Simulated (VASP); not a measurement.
# TiS2 (n.B) in VASP: a series of runs

TiS2 (n.B) is run at these levels: PBE; tasks: single point.

Program: VASP 6.6.1. These are calculated values, not measurements. Logs are shortened: lines on timing, memory, paths and dates and some standing lists are left out, and cuts for length are marked.

**1. The cell of the first run**

The cell holds a sheet with vacuum, 3 atoms: a = 3.400 Å, b = 3.400 Å, c = 16.860 Å, α = 90.00°, β = 90.00°, γ = 120.00°.

**2. Single point, PBE**

Input file INCAR:

```
SYSTEM = TiS2
  ALGO = Normal
  DIPOL = 0.5 0.5 0.500
  EDIFF = 1E-6
  ENCUT = 400
  GGA = PE
  GGA_COMPAT = .False.
  IDIPOL = 3
  ISIF = 2
  ISMEAR = 0
  LASPH = .True.
  LCHARG = .False.
  LDIPOL = .True.
  LREAL = .False.
  LWAVE = .False.
  NBANDS = 19
  NELM = 120
  NELMDL = -8
  PREC = Accurate
  SIGMA = 0.08
```

Input file KPOINTS:

```
k-points
0
Gamma
  12 12 1
  0 0 0
```

Input file POSCAR:

```
TiS2
1.0
    3.4000000000      0.0000000000      0.0000000000
   -1.7000000000      2.9444863729      0.0000000000
    0.0000000000      0.0000000000     16.8600000000
S Ti
2 1
Direct
    0.3333330000      0.6666670000      0.4151838671
    0.6666670000      0.3333330000      0.5848161329
    0.0000000000      0.0000000000      0.5000000000
```

Potentials or basis: VASP PAW PBE potentials, release 64 (S, Ti_sv).

On the command line:

```sh
cat potpaw_PBE.64/S/POTCAR potpaw_PBE.64/Ti_sv/POTCAR > POTCAR
mpirun -np 1 vasp_std > vasp.out
```

OUTCAR:

```text
SYSTEM = TiS2
   EDIFF = 1E-6
   ENCUT = 400
   GGA = PE
   ISIF = 2
   ISMEAR = 0
   LASPH = .True.
   LREAL = .False.
   NELM = 120
   NELMDL = -8
   PREC = Accurate

 ion  position               nearest neighbor table
   1  0.333  0.667  0.415-   3 2.43   3 2.43   3 2.43
   2  0.667  0.333  0.585-   3 2.43   3 2.43   3 2.43
   3  0.000  0.000  0.500-   1 2.43   2 2.43   2 2.43   1 2.43   2 2.43   1 2.43

  LATTYP: Found a hexagonal cell.
 ALAT       =     3.4000000000
 C/A-ratio  =     4.9588235294

  Lattice vectors:

 A1 = (   3.4000000000,   0.0000000000,   0.0000000000)
 A2 = (  -1.7000000000,   2.9444863729,   0.0000000000)
 A3 = (   0.0000000000,   0.0000000000,  16.8600000000)

Analysis of symmetry for initial positions (statically):
=====================================================================
 Subroutine PRICEL returns:
 Original cell was already a primitive cell.

 Routine SETGRP: Setting up the symmetry group for a
 hexagonal supercell.

 Subroutine GETGRP returns: Found 12 space group operations
 (whereof 12 operations were pure point group operations)
 out of a pool of 24 trial point group operations.

The static configuration has the point symmetry D_3d.

Analysis of symmetry for dynamics (positions and initial velocities):
=====================================================================
 Subroutine PRICEL returns:
 Original cell was already a primitive cell.

 Routine SETGRP: Setting up the symmetry group for a
 hexagonal supercell.

 Subroutine GETGRP returns: Found 12 space group operations
 (whereof 12 operations were pure point group operations)
 out of a pool of 24 trial point group operations.

The dynamic configuration has the point symmetry D_3d.

 Subroutine INISYM returns: Found 12 space group operations
 (whereof 12 operations are pure point group operations),
 and found     1 'primitive' translations

----------------------------------------------------------------------------------------

                                     Primitive cell

  volume of cell :     168.7897

  direct lattice vectors                    reciprocal lattice vectors
     3.400000000  0.000000000  0.000000000     0.294117647  0.169808903  0.000000000
    -1.700000000  2.944486373  0.000000000     0.000000000  0.339617805  0.000000000
     0.000000000  0.000000000 16.860000000     0.000000000  0.000000000  0.059311981

  length of vectors
     3.400000000  3.400000000 16.860000000     0.339617805  0.339617805  0.059311981

  position of ions in fractional coordinates (direct lattice)
     0.333333000  0.666667000  0.415183867
     0.666667000  0.333333000  0.584816133
     0.000000000  0.000000000  0.500000000

  ion indices of the primitive-cell ions
   primitive index   ion index
                 1           1
                 2           2
                 3           3

----------------------------------------------------------------------------------------

 KPOINTS: k-points

Automatic generation of k-mesh.
 Grid dimensions read from file:
 generate k-points for:   12   12    1

 Generating k-lattice:

  Cartesian coordinates                     Fractional coordinates (reciprocal lattice)
     0.024509804  0.014150742  0.000000000     0.083333333  0.000000000  0.000000000
     0.000000000  0.028301484  0.000000000     0.000000000  0.083333333  0.000000000
     0.000000000  0.000000000  0.059311981     0.000000000  0.000000000  1.000000000

  Length of vectors
     0.028301484  0.028301484  0.059311981

  Shift w.r.t. Gamma in fractional coordinates (k-lattice)
     0.000000000  0.000000000  0.000000000

 Subroutine IBZKPT returns following result:
 ===========================================

 Found     19 irreducible k-points:

 Following reciprocal coordinates:
            Coordinates               Weight
  0.000000  0.000000  0.000000      1.000000
  0.083333 -0.000000  0.000000      6.000000
  0.166667 -0.000000  0.000000      6.000000
  0.250000 -0.000000  0.000000      6.000000
  0.333333  0.000000  0.000000      6.000000
  0.416667  0.000000  0.000000      6.000000
[... 11 lines left out ...]
  0.333333  0.250000  0.000000     12.000000
  0.333333  0.333333  0.000000      2.000000
   k-points           NKPTS =     19   k-points in BZ     NKDIM =     19   number of bands    NBANDS=     19
   number of dos      NEDOS =    301   number of ions     NIONS =      3
   total plane-waves  NPLWV =  64512
   dimension x,y,z NGX =    24 NGY =   24 NGZ =  112
   dimension x,y,z NGXF=    48 NGYF=   48 NGZF=  224
   ions per type =               2   1
   NGX,Y,Z   is equivalent  to a cutoff of  11.74, 11.74, 11.04 a.u.
   NGXF,Y,Z  is equivalent  to a cutoff of  23.47, 23.47, 22.09 a.u.
 SYSTEM =  TiS2
   PREC   = accura    normal or accurate (medium, high low for compatibility)
   ISTART =      0    job   : 0-new  1-cont  2-samecut
   ICHARG =      2    charge: 1-file 2-atom 10-const
   ISPIN  =      1    spin polarized calculation?
   LNONCOLLINEAR =      F non collinear calculations
   LSORBIT =      F    spin-orbit coupling
   LASPH  =      T    aspherical Exc in radial PAW
   ENCUT  =  400.0 eV  29.40 Ry    5.42 a.u.   5.54  5.54 27.49*2*pi/ulx,y,z
   NELM   =    120;   NELMIN=  2; NELMDL= -8     # of ELM steps
   EDIFF  = 0.1E-05   stopping-criterion for ELM
   LREAL  =      F    real-space projection
   EDIFFG = 0.1E-04   stopping-criterion for IOM
   NSW    =      0    number of steps for IOM
   IBRION =     -1    ionic relax: 0-MD 1-quasi-New 2-CG
   NFREE  =      0    steps in history (QN), initial steepest desc. (CG)
   ISIF   =      2    stress and relaxation
   ISYM   =      2    0-nonsym 1-usesym 2-fastsym
   POTIM  = 0.5000    time-step for ionic-motion
   TEBEG  =    0.0;   TEEND  =   0.0 temperature during run
   PSTRESS=    0.0 pullay stress
   NELECT =      24.0000    total number of electrons
   NUPDOWN=      -1.0000    fix difference up-down
   EMIN   =  10.00;   EMAX   =-10.00  energy-range for DOS
   EFERMI =   0.00;   METHOD = LEGACY
   ISMEAR =     0;   SIGMA  =   0.08  broadening in eV -4-tet -1-fermi 0-gaus
   EFERMI_NEDOS =   21; number of points for ismear=-14 and -15
   IALGO  =     38    algorithm
   IMIX   =      4    mixing-type and parameters
     AMIX     =   0.40;   BMIX     =  1.00
     AMIX_MAG =   1.60;   BMIX_MAG =  1.00
  volume/ion in A,a.u.               =      56.26       379.68
  Fermi-wavevector in a.u.,A,eV,Ry     =   0.854470  1.614713  9.933860  0.730118
  Thomas-Fermi vector in A             =   1.971071
   LORBIT       =      0    0 simple, 1 ext, 2 COOP (PROOUT), +10 PAW based schemes
   GGA     = PE    functional components
   LHFCALC =     F    Hartree Fock is set to
   AEXX    =    0.0000 exact exchange contribution
   IVDW    =     0    specifies the selected vdW correction
   LEPSILON=     F    determine dielectric tensor
   LRPA    =     F    only Hartree local field effects (RPA)
 non-spin polarized calculation
 Gauss-broadening in eV      SIGMA  =   0.08
  energy-cutoff  :      400.00
  volume of cell :      168.79
 maximum number of plane-waves:      3115
 NGX is ok and might be reduce to    24
   NGX = 11   NGY = 11   NGZ = 55

 number of electron      23.9999995 magnetization

 dipolmoment           0.000000      0.000000     -0.000000 electrons x Angstroem

 Free energy of the ion-electron system (eV)
  ---------------------------------------------------
  ext. energy  EPLUGINS =         0.00000000
  ---------------------------------------------------
  free energy    TOTEN  =       -19.95037991 eV

  energy without entropy =      -19.94826006  energy(sigma->0) =      -19.94931999

 E-fermi :  -1.9446     XC(G=0):  -4.0301

 val. band max:       -2.3137798760   @ k =   0.0833  -0.0000   0.0000
 cond. band min:      -1.9140828760   @ k =   0.5000  -0.0000   0.0000
 fundamental gap:      0.3996969999
 Fermi energy:        -1.9446406210

 k-point     1 :       0.0000    0.0000    0.0000
  band No.  band energies     occupation
      1     -59.6518      2.00000
      2     -35.8835      2.00000
      3     -35.8330      2.00000
      4     -35.8330      2.00000
      5     -15.4900      2.00000
      6     -14.3025      2.00000
[... 11 lines left out ...]
     18       3.2061      0.00000
     19       3.5921      0.00000

 k-point     2 :       0.0833   -0.0000    0.0000
  band No.  band energies     occupation
      1     -59.6509      2.00000
      2     -35.8818      2.00000
      3     -35.8418      2.00000
      4     -35.8350      2.00000
      5     -15.4093      2.00000
      6     -14.2751      2.00000
[... 11 lines left out ...]
     18       3.3548      0.00000
     19       3.7148      0.00000

 k-point     3 :       0.1667   -0.0000    0.0000
  band No.  band energies     occupation
      1     -59.6486      2.00000
      2     -35.8771      2.00000
      3     -35.8658      2.00000
      4     -35.8405      2.00000
      5     -15.1787      2.00000
      6     -14.1988      2.00000
[... 11 lines left out ...]
     18       3.7413      0.00000
     19       4.0604      0.00000

 k-point     4 :       0.2500   -0.0000    0.0000
  band No.  band energies     occupation
      1     -59.6454      2.00000
      2     -35.8988      2.00000
      3     -35.8704      2.00000
      4     -35.8480      2.00000
      5     -14.8350      2.00000
      6     -14.0905      2.00000
[... 297 lines left out ...]
     18       5.4692      0.00000
     19       5.7028      0.00000

 k-point    18 :       0.3333    0.2500    0.0000
  band No.  band energies     occupation
      1     -59.6380      2.00000
      2     -35.9396      2.00000
      3     -35.9018      2.00000
      4     -35.8551      2.00000
      5     -13.8503      2.00000
      6     -13.8008      2.00000
[... 11 lines left out ...]
     18       5.6079      0.00000
     19       5.8631      0.00000

 k-point    19 :       0.3333    0.3333    0.0000
  band No.  band energies     occupation
      1     -59.6375      2.00000
      2     -35.9234      2.00000
      3     -35.9234      2.00000
      4     -35.8543      2.00000
      5     -13.7851      2.00000
      6     -13.7851      2.00000
[... 11 lines left out ...]
     18       5.6863      0.00000
     19       6.3100      0.00000

------------------------ aborting loop because EDIFF is reached ----------------------------------------

 vacuum level on the upper side and lower side of the slab       (xc-potential included)        -0.198        -0.198

  FORCE on cell =-STRESS in cart. coord.  units (eV):
  Direction    XX          YY          ZZ          XY          YZ          ZX
  --------------------------------------------------------------------------------------
  -------------------------------------------------------------------------------------
  Total        0.0742224      0.0742224     -0.1947895      0.0000000      0.0000000      0.0000000
  in kB        0.7045299      0.7045299     -1.8489705      0.0000000      0.0000000      0.0000000
  external PRESSURE =      -0.1466369 kB  Pullay stress =       0.0000000 kB

 VOLUME and BASIS-vectors are now :
 -----------------------------------------------------------------------------
  energy-cutoff  :      400.00
  volume of cell :      168.79
      direct lattice vectors                 reciprocal lattice vectors
     3.400000000  0.000000000  0.000000000     0.294117647  0.169808903  0.000000000
    -1.700000000  2.944486373  0.000000000     0.000000000  0.339617805  0.000000000
     0.000000000  0.000000000 16.860000000     0.000000000  0.000000000  0.059311981

 POSITION                                       TOTAL-FORCE (eV/Angst)
 -----------------------------------------------------------------------------------
     -0.00000      1.96299      7.00000         0.000000     -0.000000      0.034786
      1.70000      0.98149      9.86000        -0.000000      0.000000     -0.034786
      0.00000      0.00000      8.43000        -0.000000      0.000000      0.000000
 -----------------------------------------------------------------------------------
    total drift:                                0.000000     -0.000000      0.000000

  FREE ENERGIE OF THE ION-ELECTRON SYSTEM (eV)
  ---------------------------------------------------
  free  energy   TOTEN  =       -19.9503799111 eV

  energy  without entropy=      -19.9482600592  energy(sigma->0) =      -19.94931999

 vacuum level on the upper side and lower side of the slab         3.661         3.661
```

It took 60 s on 1 thread of AMD EPYC 7R13 (Zen 3), shared host; peak memory 0.22 GiB.

Results:

```yaml
Free_energy: -19.9504 eV
Largest_force: 0.035 eV/Å
Band_gap_on_the_k_mesh: zero (filled and empty bands touch)
```

Forces on the atoms (eV/Å):
```
S    0.000  0.000  0.035
S    0.000  0.000 -0.035
Ti   0.000  0.000  0.000
```

Levels at points of the mesh, in eV from the Fermi level:
```
           k point  band 10  band 11  band 12  band 13  band 14  band 15
(0.00, 0.00, 0.00)    -1.46     0.03     0.03     0.45     0.45     1.04
(0.50, 0.00, 0.00)    -2.71    -1.96    -1.37     0.03     1.49     1.89
```

**3. Single point, PBE**

This run uses another cell than the first one, of 99.35 Å³/atom, 1.766 times its volume.

Input file INCAR:

```
ALGO     = Normal         # electronic algorithm
DIPOL    = 0.5 0.5 0.286
EDIFF    = 1E-6           # SCF threshold, eV
ENCUT    = 400            # plane-wave cutoff, eV
GGA      = PE             # functional
GGA_COMPAT= F            
IDIPOL   = 3            
ISIF     = 2              # what is computed and relaxed
ISMEAR   = 0              # smearing method
LASPH    = T              # aspherical terms in the spheres
LCHARG   = F              # write CHGCAR
LDIPOL   = T            
LREAL    = F              # projectors in reciprocal space
LWAVE    = F              # write WAVECAR
NBANDS   = 19             # bands
NELM     = 120            # most SCF steps
NELMDL   = -8           
PREC     = Accurate       # precision mode
SIGMA    = 0.08           # smearing width, eV
```

Input file KPOINTS:

```
k-points
0
Gamma
  12 12 1
```

Input file POSCAR:

```
TiS2
1.0
    3.4144576642      0.0000000000      0.0000000000
   -1.7072288321      2.9570070773      0.0000000000
    0.0000000000      0.0000000000     29.5200000028
S Ti
2 1
Direct
    0.3333333333      0.6666666667      0.2374880801
    0.6666666667      0.3333333333      0.3336501312
    0.0000000000      0.0000000000      0.2855691057
```

Potentials or basis: VASP PAW PBE potentials, release 64 (S, Ti_sv).

On the command line:

```sh
cat potpaw_PBE.64/S/POTCAR potpaw_PBE.64/Ti_sv/POTCAR > POTCAR
mpirun -np 1 vasp_std > vasp.out
```

Wall time 2.1 min (1 thread of AMD EPYC 7R13 (Zen 3), shared host); peak memory 0.31 GiB.

The run converged. Its results:

```
Free energy            : -19.9512 eV
Largest force          : 0.016 eV/Å
Band gap on the k mesh : 0.05 eV, indirect (least direct gap 0.43 eV)
```

Forces in eV/Å, atoms in the order of the input:
```
S    0.000  0.000 -0.016
S    0.000  0.000  0.016
Ti   0.000  0.000  0.000
```

Levels at points of the mesh, in eV from the valence-band top:
```csv
k point,band 10,band 11,band 12,band 13,band 14,band 15
"(0.00, 0.00, 0.00)",-1.41,0.00,0.00,0.43,0.43,1.07
"(0.50, 0.00, 0.00)",-2.73,-1.93,-1.41,0.05,1.45,1.83
```
